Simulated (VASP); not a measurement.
# CuSi8O16 (a cell with a defect) in VASP: single point with PBE

Aim: the single point of CuSi8O16 (a cell with a defect) with PBE.

Program: VASP 6.6.1. These are calculated values, not measurements. Logs are shortened: lines on timing, memory, paths and dates and some standing lists are left out, and cuts for length are marked.

**1. The cell of the first run**

The cell holds a defect, 25 atoms: a = 5.911 Å, b = 5.911 Å, c = 5.334 Å, α = 90.00°, β = 90.00°, γ = 90.00°.

**2. Single point, PBE, collinear spin**

Contents of INCAR:

```
SYSTEM = CuSi8O16
ALGO = Normal ; EDIFF = 1E-6
ENCUT = 520 ; GGA = PE
ISIF = 2 ; ISMEAR = 0
ISPIN = 2 ; LASPH = .TRUE.
LCHARG = .TRUE. ; LELF = .TRUE.
LMAXMIX = 4 ; LORBIT = 11
LREAL = Auto ; LVHAR = .TRUE.
LWAVE = .FALSE. ; MAGMOM = 0 0 0 0 0 0 0 0 0 0 0 0 0 0 0 0 0 0 0 0 0 0 0 0 1
NBANDS = 92 ; NELM = 150
PREC = Accurate ; SIGMA = 0.02
```

Contents of KPOINTS:

```
k-points
0
G
  2 2 3
  0 0 0
```

Contents of POSCAR:

```
CuSi8O16
1.0
   -4.1797000000     -4.1797000000      0.0000000000
    4.1797000000     -4.1797000000      0.0000000000
    0.0000000000      0.0000000000      5.3338000000
Si O Cu
8 16 1
Direct
    0.5243615844      0.5075661539      0.0058539777
   -0.0035025357      0.5116186428      0.2606470304
    0.5106888342      0.5006534120      0.5113406730
    0.0049663966      0.5019793074      0.7513229560
   -0.0155409017     -0.0166465443     -0.0079360589
    0.5121096280     -0.0203087918      0.2670149755
   -0.0043158868     -0.0004874051      0.5077315077
    0.4906266110     -0.0077795104      0.7569465928
    0.1963434749      0.5199411256      0.0015610055
   -0.0308974144      0.1958677078      0.2643324853
    0.8162046935      0.5054295320      0.0027426671
   -0.0096324815      0.8074924642      0.2566996220
    0.2015563296      0.5006704283      0.5034853204
   -0.0063374323      0.1959351110      0.7548959382
    0.8134526892      0.5038740856      0.5107016114
   -0.0251785799      0.7984564964      0.7417818573
    0.6910955166     -0.0094083943     -0.0000682067
    0.5073855389      0.6953261718      0.2590408771
    0.2777627877     -0.0668711848     -0.0423801122
    0.5507475933      0.3290929946      0.2660632094
    0.6904445056     -0.0019755607      0.5144011732
    0.5159881778      0.6876316097      0.7528420104
    0.2959015841     -0.0133615413      0.5179892210
    0.5040742301      0.3026966947      0.7588798880
    0.2698315967      0.2199139251      0.1274220087
```

Potentials or basis: VASP PAW PBE potentials, release 64 (Si, O, Cu).

The run is started by

```sh
$ cat potpaw_PBE.64/Si/POTCAR potpaw_PBE.64/O/POTCAR potpaw_PBE.64/Cu/POTCAR > POTCAR
$ mpirun -np 1 vasp_std > vasp.out
```

OUTCAR:

```text
SYSTEM = CuSi8O16
   EDIFF = 1E-6
   ENCUT = 520
   GGA = PE
   ISIF = 2
   ISMEAR = 0
   ISPIN = 2
   LASPH = .TRUE.
   LORBIT = 11
   LREAL = Auto
   NELM = 150
   PREC = Accurate

 ion  position               nearest neighbor table
   1  0.524  0.508  0.006-  22 1.72  11 1.73  20 1.75  18 1.75  24 1.79   9 1.94  25 2.36   3 2.64
                             3 2.70   2 3.10   6 3.12   4 3.15
   2  0.996  0.512  0.261-  15 1.72  11 1.74  12 1.75  13 1.78   9 1.82  10 1.87  25 2.47   4 2.62
                             4 2.72   1 3.10   5 3.14
   3  0.511  0.501  0.511-  20 1.67  22 1.70  24 1.76  18 1.77  15 1.79  13 1.83   1 2.64   1 2.70
                             6 3.12
   4  0.005  0.502  0.751-  15 1.71  11 1.74   9 1.75  13 1.76  16 1.76  14 1.81   2 2.62   2 2.72
                             5 3.12   1 3.15
   5  0.984  0.983  0.992-  16 1.73  17 1.74  12 1.75  19 1.77  14 1.78  10 1.92  25 2.31   7 2.59
                             7 2.75   4 3.12   2 3.14
   6  0.512  0.980  0.267-  18 1.68  21 1.69  17 1.78  23 1.85  20 2.08  25 2.15  19 2.17   8 2.62
                             8 2.72   3 3.12   1 3.12   7 3.14
   7  0.996  1.000  0.508-  16 1.73  10 1.75  12 1.76  14 1.76  23 1.78  21 1.80   5 2.59   5 2.75
                            25 2.90   6 3.14
   8  0.491  0.992  0.757-  19 1.69  23 1.72  21 1.75  17 1.76  22 1.81  24 1.84   6 2.62  25 2.72
                             6 2.72
   9  0.196  0.520  0.002-   4 1.75   2 1.82   1 1.94  25 1.95
  10  0.969  0.196  0.264-   7 1.75   2 1.87   5 1.92  25 1.93
  11  0.816  0.505  0.003-   1 1.73   2 1.74   4 1.74
  12  0.990  0.807  0.257-   2 1.75   5 1.75   7 1.76
  13  0.202  0.501  0.503-   4 1.76   2 1.78   3 1.83
  14  0.994  0.196  0.755-   7 1.76   5 1.78   4 1.81
  15  0.813  0.504  0.511-   4 1.71   2 1.72   3 1.79
  16  0.975  0.798  0.742-   5 1.73   7 1.73   4 1.76
  17  0.691  0.991  1.000-   5 1.74   8 1.76   6 1.78
  18  0.507  0.695  0.259-   6 1.68   1 1.75   3 1.77
  19  0.278  0.933  0.958-   8 1.69   5 1.77  25 1.92   6 2.17
  20  0.551  0.329  0.266-   3 1.67   1 1.75  25 1.93   6 2.08
  21  0.690  0.998  0.514-   6 1.69   8 1.75   7 1.80
  22  0.516  0.688  0.753-   3 1.70   1 1.72   8 1.81
  23  0.296  0.987  0.518-   8 1.72   7 1.78   6 1.85
  24  0.504  0.303  0.759-   3 1.76   1 1.79   8 1.84
  25  0.270  0.220  0.127-  19 1.92  10 1.93  20 1.93   9 1.95   6 2.15   5 2.31   1 2.36   2 2.47
                             8 2.72   7 2.90

  LATTYP: Found a simple tetragonal cell.
 ALAT       =     5.9109884267
 C/A-ratio  =     0.9023533147

  Lattice vectors:

 A1 = (  -4.1797000000,  -4.1797000000,   0.0000000000)
 A2 = (   4.1797000000,  -4.1797000000,   0.0000000000)
 A3 = (   0.0000000000,   0.0000000000,   5.3338000000)

Analysis of symmetry for initial positions (statically):
=====================================================================
 Subroutine PRICEL returns:
 Original cell was already a primitive cell.

 Routine SETGRP: Setting up the symmetry group for a
 simple tetragonal supercell.

 Subroutine GETGRP returns: Found  1 space group operations
 (whereof  1 operations were pure point group operations)
 out of a pool of 16 trial point group operations.

The static configuration has the point symmetry C_1 .

Analysis of symmetry for dynamics (positions and initial velocities):
=====================================================================
 Subroutine PRICEL returns:
 Original cell was already a primitive cell.

 Routine SETGRP: Setting up the symmetry group for a
 simple tetragonal supercell.

 Subroutine GETGRP returns: Found  1 space group operations
 (whereof  1 operations were pure point group operations)
 out of a pool of 16 trial point group operations.

The dynamic configuration has the point symmetry C_1 .

Analysis of structural, dynamic, and magnetic symmetry:
=====================================================================
 Subroutine PRICEL returns:
 Original cell was already a primitive cell.

 Routine SETGRP: Setting up the symmetry group for a
 simple tetragonal supercell.

 Subroutine GETGRP returns: Found  1 space group operations
 (whereof  1 operations were pure point group operations)
 out of a pool of 16 trial point group operations.

The overall configuration has the point symmetry C_1 .
[... 114 lines left out ...]
   dimension x,y,z NGXF=    96 NGYF=   96 NGZF=   80
   ions per type =               8  16   1
   NGX,Y,Z   is equivalent  to a cutoff of  13.50, 13.50, 12.47 a.u.
   NGXF,Y,Z  is equivalent  to a cutoff of  27.00, 27.00, 24.93 a.u.
 SYSTEM =  CuSi8O16
   PREC   = accura    normal or accurate (medium, high low for compatibility)
   ISTART =      0    job   : 0-new  1-cont  2-samecut
   ICHARG =      2    charge: 1-file 2-atom 10-const
   ISPIN  =      2    spin polarized calculation?
   LNONCOLLINEAR =      F non collinear calculations
   LSORBIT =      F    spin-orbit coupling
   LASPH  =      T    aspherical Exc in radial PAW
   ENCUT  =  520.0 eV  38.22 Ry    6.18 a.u.  10.99 10.99  9.92*2*pi/ulx,y,z
   NELM   =    150;   NELMIN=  2; NELMDL= -5     # of ELM steps
   EDIFF  = 0.1E-05   stopping-criterion for ELM
   LREAL  =      T    real-space projection
   EDIFFG = 0.1E-04   stopping-criterion for IOM
   NSW    =      0    number of steps for IOM
   IBRION =     -1    ionic relax: 0-MD 1-quasi-New 2-CG
   NFREE  =      0    steps in history (QN), initial steepest desc. (CG)
   ISIF   =      2    stress and relaxation
   ISYM   =      2    0-nonsym 1-usesym 2-fastsym
   POTIM  = 0.5000    time-step for ionic-motion
   TEBEG  =    0.0;   TEEND  =   0.0 temperature during run
   PSTRESS=    0.0 pullay stress
   NELECT =     139.0000    total number of electrons
   NUPDOWN=      -1.0000    fix difference up-down
   EMIN   =  10.00;   EMAX   =-10.00  energy-range for DOS
   EFERMI =   0.00;   METHOD = LEGACY
   ISMEAR =     0;   SIGMA  =   0.02  broadening in eV -4-tet -1-fermi 0-gaus
   EFERMI_NEDOS =   21; number of points for ismear=-14 and -15
   IALGO  =     38    algorithm
   IMIX   =      4    mixing-type and parameters
     AMIX     =   0.40;   BMIX     =  1.00
     AMIX_MAG =   1.60;   BMIX_MAG =  1.00
  volume/ion in A,a.u.               =       7.45        50.31
  Fermi-wavevector in a.u.,A,eV,Ry     =   1.484662  2.805603 29.990231  2.204220
  Thomas-Fermi vector in A             =   2.598170
   LORBIT       =     11    0 simple, 1 ext, 2 COOP (PROOUT), +10 PAW based schemes
   GGA     = PE    functional components
   LHFCALC =     F    Hartree Fock is set to
   AEXX    =    0.0000 exact exchange contribution
   IVDW    =     0    specifies the selected vdW correction
   LEPSILON=     F    determine dielectric tensor
   LRPA    =     F    only Hartree local field effects (RPA)
 spin polarized calculation
 Gauss-broadening in eV      SIGMA  =   0.02
  energy-cutoff  :      520.00
  volume of cell :      186.36
 maximum number of plane-waves:      5031
 NGX is ok and might be reduce to    48
   NGX = 21   NGY = 21   NGZ = 19

 number of electron     139.0000020 magnetization       0.8334984

 Free energy of the ion-electron system (eV)
  ---------------------------------------------------
  ext. energy  EPLUGINS =         0.00000000
  ---------------------------------------------------
  free energy    TOTEN  =      -177.21012567 eV

  energy without entropy =     -177.20918536  energy(sigma->0) =     -177.20965551

 E-fermi :  14.3201     XC(G=0): -12.6520

 val. band max:       14.3200867848   @ k =   0.5000   0.5000   0.3333
 cond. band min:      14.4827400935   @ k =   0.5000   0.0000   0.0000
 fundamental gap:      0.1626533087
 Fermi energy:        14.3200867900

 spin component 1

 k-point     1 :       0.0000    0.0000    0.0000
  band No.  band energies     occupation
      1     -13.9135      1.00000
      2     -12.1504      1.00000
      3     -11.9864      1.00000
      4     -11.3005      1.00000
      5     -11.1887      1.00000
      6     -10.8169      1.00000
[... 661 lines left out ...]
     80      18.7912      0.00000
     81      18.9061      0.00000
 Fermi energy:        14.3200867900

 spin component 2

 k-point     1 :       0.0000    0.0000    0.0000
  band No.  band energies     occupation
      1     -13.8897      1.00000
      2     -12.1227      1.00000
      3     -11.9586      1.00000
      4     -11.2716      1.00000
      5     -11.1780      1.00000
      6     -10.8025      1.00000
[... 661 lines left out ...]
     80      18.8440      0.00000
     81      18.9611      0.00000
 [bands above 81 left out]

------------------------ aborting loop because EDIFF is reached ----------------------------------------

  FORCE on cell =-STRESS in cart. coord.  units (eV):
  Direction    XX          YY          ZZ          XY          YZ          ZX
  --------------------------------------------------------------------------------------
  -------------------------------------------------------------------------------------
  Total       42.1705516     47.0905377     46.2768339     -2.9481017     -4.5033070      1.4614232
  in kB      362.5458336    404.8436078    397.8480886    -25.3452217    -38.7155286     12.5640491
  external PRESSURE =     388.4125100 kB  Pullay stress =       0.0000000 kB

 VOLUME and BASIS-vectors are now :
 -----------------------------------------------------------------------------
  energy-cutoff  :      520.00
  volume of cell :      186.36
      direct lattice vectors                 reciprocal lattice vectors
    -4.179700000 -4.179700000  0.000000000    -0.119625810 -0.119625810  0.000000000
     4.179700000 -4.179700000  0.000000000     0.119625810 -0.119625810  0.000000000
     0.000000000  0.000000000  5.333800000     0.000000000  0.000000000  0.187483595

 POSITION                                       TOTAL-FORCE (eV/Angst)
 -----------------------------------------------------------------------------------
     -0.07020     -4.31315      0.03122        -0.002303     -0.023546     -0.016754
     -2.02665     -6.30347      1.39024         0.015848      0.020506     -0.020069
     -0.04195     -4.22711      2.72739        -0.007662     -0.023880      0.006397
      2.07736     -2.11888      4.00741         0.014990      0.017548      0.013485
     -0.00462     -8.22487      5.29147         0.021149      0.023992      0.024353
      1.95435     -6.23528      1.42420         0.021519     -0.024502     -0.010817
[... 17 lines left out ...]
     -0.84170     -3.37206      4.04771        -0.011200      0.022047      0.009201
     -0.20864     -2.04699      0.67964         0.007402     -0.035201      0.027755
 -----------------------------------------------------------------------------------
    total drift:                               -0.016872     -0.013364      0.006409

  FREE ENERGIE OF THE ION-ELECTRON SYSTEM (eV)
  ---------------------------------------------------
  free  energy   TOTEN  =      -177.2101256735 eV

  energy  without entropy=     -177.2091853557  energy(sigma->0) =     -177.20965551

 total charge

# of ion       s       p       d       tot
------------------------------------------
    1        0.601   0.898   0.000   1.499
    2        0.597   0.887   0.000   1.484
    3        0.607   0.923   0.000   1.529
    4        0.601   0.908   0.000   1.509
    5        0.606   0.896   0.000   1.502
    6        0.722   0.895   0.000   1.617
[... 17 lines left out ...]
   24        1.555   3.662   0.000   5.217
   25        0.481   0.589   9.468  10.537
--------------------------------------------------
tot         30.387  66.983   9.468 106.838

 magnetization (x)

# of ion       s       p       d       tot
------------------------------------------
    1       -0.000   0.001   0.000   0.000
    2       -0.002  -0.000   0.000  -0.002
    3        0.001   0.002   0.000   0.003
    4        0.001   0.001   0.000   0.001
    5        0.005   0.003   0.000   0.008
    6        0.129   0.084   0.000   0.213
[... 17 lines left out ...]
   24        0.000   0.002   0.000   0.002
   25        0.056   0.026   0.049   0.131
--------------------------------------------------
tot          0.243   0.391   0.049   0.682
```

Wall time 15 min (1 thread of Intel Xeon 8259CL, shared host); peak memory 0.46 GiB.

What came out:

```yaml
Free_energy: -177.2101 eV
Pressure: 38.8 GPa
Largest_force: 0.073 eV/Å
Net_moment: 0.83 μB per cell
Site_moments: Si +0.00, -0.00, +0.01, +0.21 (each value once); O -0.00, +0.01, +0.00, +0.03, +0.12, +0.09, +0.05 (each value once); Cu +0.13 μB
Valence_electrons_inside_the_program's_atomic_spheres: Si 1.50, 1.48, 1.53, 1.51, 1.62 (each value once); O 5.21, 5.20, 5.30, 5.27, 5.23, 5.24, 5.26, 5.28, 5.25, 5.22 (each value once); Cu 10.54
```

Forces on the atoms (eV/Å):
```
Si  -0.002 -0.024 -0.017
Si   0.016  0.021 -0.020
Si  -0.008 -0.024  0.006
Si   0.015  0.018  0.013
Si   0.021  0.024  0.024
Si   0.022 -0.025 -0.011
Si   0.008  0.010 -0.016
Si  -0.023 -0.029  0.000
O   -0.008 -0.031  0.004
O    0.035  0.011  0.009
O   -0.003 -0.006  0.001
O   -0.002 -0.002  0.012
O   -0.018 -0.029  0.005
O    0.026 -0.025  0.000
O    0.026  0.037 -0.012
O   -0.023  0.024 -0.007
O   -0.004 -0.010  0.011
O   -0.022  0.010  0.004
O   -0.042  0.050 -0.033
O   -0.036  0.008 -0.002
O   -0.012 -0.002  0.009
O    0.019 -0.003  0.004
O    0.019  0.008 -0.022
O   -0.011  0.022  0.009
Cu   0.007 -0.035  0.028
```

Stress tensor (GPa, compression positive):
```
36.25 -2.53  1.26
-2.53 40.48 -3.87
 1.26 -3.87 39.78
```

Levels at points of the mesh, in eV from the Fermi level:
Spin up:
```
           k point  band 67  band 68  band 69  band 70  band 71  band 72  band 73  band 74
(0.00, 0.00, 0.00)    -4.95    -4.76    -4.15    -0.95     0.30     1.08     1.19     2.09
(0.50, 0.00, 0.00)    -5.04    -4.86    -4.23    -0.55     0.79     1.55     1.57     2.27
(0.00, 0.50, 0.00)    -5.00    -4.85    -4.20    -0.39     0.95     1.08     1.75     2.33
(0.50, 0.50, 0.00)    -5.04    -4.93    -4.17    -0.31     1.26     1.66     2.00     2.86
```
Spin down:
| k point | band 66 | band 67 | band 68 | band 69 | band 70 | band 71 | band 72 | band 73 |
| --- | --- | --- | --- | --- | --- | --- | --- | --- |
| (0.00, 0.00, 0.00) | -4.97 | -4.84 | -4.63 | -4.07 | -0.49 | 0.58 | 1.11 | 1.25 |
| (0.50, 0.00, 0.00) | -4.99 | -4.97 | -4.70 | -4.13 | 0.16 | 0.83 | 1.60 | 1.64 |
| (0.00, 0.50, 0.00) | -5.08 | -4.91 | -4.75 | -4.11 | 0.29 | 1.01 | 1.21 | 1.77 |
| (0.50, 0.50, 0.00) | -5.08 | -4.97 | -4.81 | -4.07 | 0.42 | 1.35 | 1.71 | 2.02 |

Caveat: the k points lie up to 0.53 Å⁻¹ apart; semilocal functionals often make such compounds metallic where correlation or magnetic order opens a gap, which also shifts bond lengths.
